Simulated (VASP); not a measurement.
# AlRu (Pm-3m) in VASP: notebook, part 2 of 2

VASP 6.6.1. The steps go on from the part before.

**4. Electric field gradients, PBEsol (volume scaled by 1.04)**

Input file INCAR:

```
PREC = Accurate
ENCUT = 520
EDIFF = 1E-8
ISMEAR = -1
SIGMA = 0.05
LREAL = F
LASPH = T
NELM = 60
ALGO = Normal
ISIF = 2
LWAVE = F
LCHARG = F
GGA = PS
LEFG = T
NBANDS = 16
```

Input file KPOINTS:

```
regular mesh
0
Gamma
  12 12 12
```

Input file POSCAR:

```
AlRu
1.0
    3.0309676725      0.0000000000      0.0000000000
    0.0000000000      3.0309676725      0.0000000000
    0.0000000000      0.0000000000      3.0309676725
Al Ru
1 1
Direct
    0.0000000000      0.0000000000      0.0000000000
    0.5000000000      0.5000000000      0.5000000000
```

Potentials or basis: VASP PAW PBE potentials, release 64 (Al, Ru_pv).

On the command line:

```sh
> cat potpaw_PBE.64/Al/POTCAR potpaw_PBE.64/Ru_pv/POTCAR > POTCAR
> mpirun -np 1 vasp_std > vasp.out
```

OUTCAR:

```text
PREC = Accurate
   ENCUT = 520
   EDIFF = 1E-8
   ISMEAR = -1
   LREAL = F
   LASPH = T
   NELM = 60
   ISIF = 2
   GGA = PS

 ion  position               nearest neighbor table
   1  0.000  0.000  0.000-   2 2.62   2 2.62   2 2.62   2 2.62   2 2.62   2 2.62   2 2.62   2 2.62

   2  0.500  0.500  0.500-   1 2.62   1 2.62   1 2.62   1 2.62   1 2.62   1 2.62   1 2.62   1 2.62

  LATTYP: Found a simple cubic cell.
 ALAT       =     3.0309676725

  Lattice vectors:

 A1 = (   3.0309676725,   0.0000000000,   0.0000000000)
 A2 = (   0.0000000000,   3.0309676725,   0.0000000000)
 A3 = (   0.0000000000,   0.0000000000,   3.0309676725)

Analysis of symmetry for initial positions (statically):
=====================================================================
 Subroutine PRICEL returns:
 Original cell was already a primitive cell.

 Routine SETGRP: Setting up the symmetry group for a
 simple cubic supercell.

 Subroutine GETGRP returns: Found 48 space group operations
 (whereof 48 operations were pure point group operations)
 out of a pool of 48 trial point group operations.

The static configuration has the point symmetry O_h .

Analysis of symmetry for dynamics (positions and initial velocities):
=====================================================================
 Subroutine PRICEL returns:
 Original cell was already a primitive cell.

 Routine SETGRP: Setting up the symmetry group for a
 simple cubic supercell.

 Subroutine GETGRP returns: Found 48 space group operations
 (whereof 48 operations were pure point group operations)
 out of a pool of 48 trial point group operations.

The dynamic configuration has the point symmetry O_h .

 Subroutine INISYM returns: Found 48 space group operations
 (whereof 48 operations are pure point group operations),
 and found     1 'primitive' translations

----------------------------------------------------------------------------------------

                                     Primitive cell

  volume of cell :      27.8448

  direct lattice vectors                    reciprocal lattice vectors
     3.030967673  0.000000000  0.000000000     0.329927636  0.000000000  0.000000000
     0.000000000  3.030967673  0.000000000     0.000000000  0.329927636  0.000000000
     0.000000000  0.000000000  3.030967673     0.000000000  0.000000000  0.329927636

  length of vectors
     3.030967673  3.030967673  3.030967673     0.329927636  0.329927636  0.329927636

  position of ions in fractional coordinates (direct lattice)
     0.000000000  0.000000000  0.000000000
     0.500000000  0.500000000  0.500000000

  ion indices of the primitive-cell ions
   primitive index   ion index
                 1           1
                 2           2

----------------------------------------------------------------------------------------

 KPOINTS: regular mesh

Automatic generation of k-mesh.
 Grid dimensions read from file:
 generate k-points for:   12   12   12

 Generating k-lattice:

  Cartesian coordinates                     Fractional coordinates (reciprocal lattice)
[... 65 lines left out ...]
   NFREE  =      0    steps in history (QN), initial steepest desc. (CG)
   ISIF   =      2    stress and relaxation
   ISYM   =      2    0-nonsym 1-usesym 2-fastsym
   POTIM  = 0.5000    time-step for ionic-motion
   TEBEG  =    0.0;   TEEND  =   0.0 temperature during run
   PSTRESS=    0.0 pullay stress
   NELECT =      17.0000    total number of electrons
   NUPDOWN=      -1.0000    fix difference up-down
   EMIN   =  10.00;   EMAX   =-10.00  energy-range for DOS
   EFERMI =   0.00;   METHOD = LEGACY
   ISMEAR =    -1;   SIGMA  =   0.05  broadening in eV -4-tet -1-fermi 0-gaus
   EFERMI_NEDOS =   21; number of points for ismear=-14 and -15
   IALGO  =     38    algorithm
   IMIX   =      4    mixing-type and parameters
     AMIX     =   0.40;   BMIX     =  1.00
     AMIX_MAG =   1.60;   BMIX_MAG =  1.00
  volume/ion in A,a.u.               =      13.92        93.95
  Fermi-wavevector in a.u.,A,eV,Ry     =   1.388811  2.624472 26.242865  1.928796
  Thomas-Fermi vector in A             =   2.512902
   LORBIT       =      0    0 simple, 1 ext, 2 COOP (PROOUT), +10 PAW based schemes
   GGA     = PS    functional components
   LHFCALC =     F    Hartree Fock is set to
   AEXX    =    0.0000 exact exchange contribution
   IVDW    =     0    specifies the selected vdW correction
   LEPSILON=     F    determine dielectric tensor
   LRPA    =     F    only Hartree local field effects (RPA)
 non-spin polarized calculation
  energy-cutoff  :      520.00
  volume of cell :       27.84
 maximum number of plane-waves:       768
 NGX is ok and might be reduce to    24
   NGX = 11   NGY = 11   NGZ = 11

 number of electron      17.0000001 magnetization

 Free energy of the ion-electron system (eV)
  ---------------------------------------------------
  ext. energy  EPLUGINS =         0.00000000
  ---------------------------------------------------
  free energy    TOTEN  =       -15.48113948 eV

  energy without entropy =      -15.46845883  energy(sigma->0) =      -15.47479916

 E-fermi :  10.0459     XC(G=0): -12.4869

 val. band max:       10.0430622814   @ k =   0.0833   0.0833   0.0000
 cond. band min:      10.0637414119   @ k =   0.2500   0.0833   0.0833
 fundamental gap:      0.0206791304
 Fermi energy:        10.0459284493

 k-point     1 :       0.0000    0.0000    0.0000
  band No.  band energies     occupation
      1     -31.6516      2.00000
      2     -31.6516      2.00000
      3     -31.6516      2.00000
      4       0.5993      2.00000
      5       6.6712      2.00000
      6       6.6712      2.00000
[... 433 lines left out ...]
      3     -31.6255      2.00000
      4       4.2113      2.00000
      5       6.2745      2.00000
      6       8.2119      2.00000
[... 8 lines left out ...]
     15      22.1560      0.00000
     16      24.8481      0.00000

 [... further k-points ...]
[... 5 lines left out ...]
  --------------------------------------------------------------------------------------
  -------------------------------------------------------------------------------------
  Total       -1.8594228     -1.8594228     -1.8594228     -0.0000000      0.0000000     -0.0000000
  in kB     -106.9903997   -106.9903997   -106.9903997     -0.0000000      0.0000000     -0.0000000
  external PRESSURE =    -106.9903997 kB  Pullay stress =       0.0000000 kB

 VOLUME and BASIS-vectors are now :
 -----------------------------------------------------------------------------
  energy-cutoff  :      520.00
  volume of cell :       27.84
      direct lattice vectors                 reciprocal lattice vectors
     3.030967673  0.000000000  0.000000000     0.329927636  0.000000000  0.000000000
     0.000000000  3.030967673  0.000000000     0.000000000  0.329927636  0.000000000
     0.000000000  0.000000000  3.030967673     0.000000000  0.000000000  0.329927636

 POSITION                                       TOTAL-FORCE (eV/Angst)
 -----------------------------------------------------------------------------------
      0.00000      0.00000      0.00000         0.000000      0.000000      0.000000
      1.51548      1.51548      1.51548         0.000000      0.000000      0.000000
 -----------------------------------------------------------------------------------
    total drift:                                0.000000     -0.000000     -0.000000

  FREE ENERGIE OF THE ION-ELECTRON SYSTEM (eV)
  ---------------------------------------------------
  free  energy   TOTEN  =       -15.4811394816 eV

  energy  without entropy=      -15.4684588309  energy(sigma->0) =      -15.47479916

 Electric field gradients (V/A^2)
---------------------------------------------------------------------
 ion       V_xx      V_yy      V_zz      V_xy      V_xz      V_yz
---------------------------------------------------------------------
   1      -0.000    -0.000     0.000    -0.000    -0.000     0.000
   2       0.000    -0.000    -0.000    -0.000    -0.000     0.000
---------------------------------------------------------------------

 Electric field gradients after diagonalization (V/A^2)
 (convention: |V_zz| > |V_xx| > |V_yy|)
----------------------------------------------------------------------
 ion       V_xx      V_yy      V_zz     asymmetry (V_yy - V_xx)/ V_zz
----------------------------------------------------------------------
   1      -0.000    -0.000     0.000       0.073
   2      -0.000     0.000    -0.000      -0.180
----------------------------------------------------------------------

           NMR quadrupolar parameters

 Cq : quadrupolar parameter    Cq=e*Q*V_zz/h
 eta: asymmetry parameters     (V_yy - V_xx)/ V_zz
 Q  : nuclear electric quadrupole moment in mb (millibarn)
----------------------------------------------------------------------
 ion       Cq(MHz)       eta       Q (mb)
----------------------------------------------------------------------
   1       0.000       0.073       1.000
   2      -0.000      -0.180       1.000
----------------------------------------------------------------------
```

Wall time 41 s (1 thread of Intel Xeon Platinum 8259CL at 2.50GHz (Skylake/Cascade Lake), shared host); peak memory 0.16 GiB.

What came out:

```
Free energy : -15.4811 eV
Pressure    : -10.7 GPa
```

Caveat: without QUAD_EFG the Cq values of the log hold for a quadrupole moment of 1 mb, not for the nuclei; the PAW data sets were made with another functional, which shifts forces and pressure a little.

**5. The runs side by side**

| cell | gap on the mesh (eV) | pressure (GPa) |
| --- | --- | --- |
| a = 3.002 Å, 2 atoms | none | -5.3 |
| a = 3.011 Å, 2 atoms | none | -7.2 |
| a = 3.031 Å, 2 atoms | none | -10.7 |

Alike in all rows: task electric field gradients; level PBEsol; potentials or basis VASP PAW PBE potentials, release 64 (Al, Ru_pv); no spin polarisation; k mesh 12 × 12 × 12; cutoff (eV) 520; smearing fermi-dirac 0.05 eV.

Caveats: the PAW data sets were made with another functional, which shifts forces and pressure a little.

Total energies depend on the potentials used, so only differences within one code and one set of settings carry meaning.
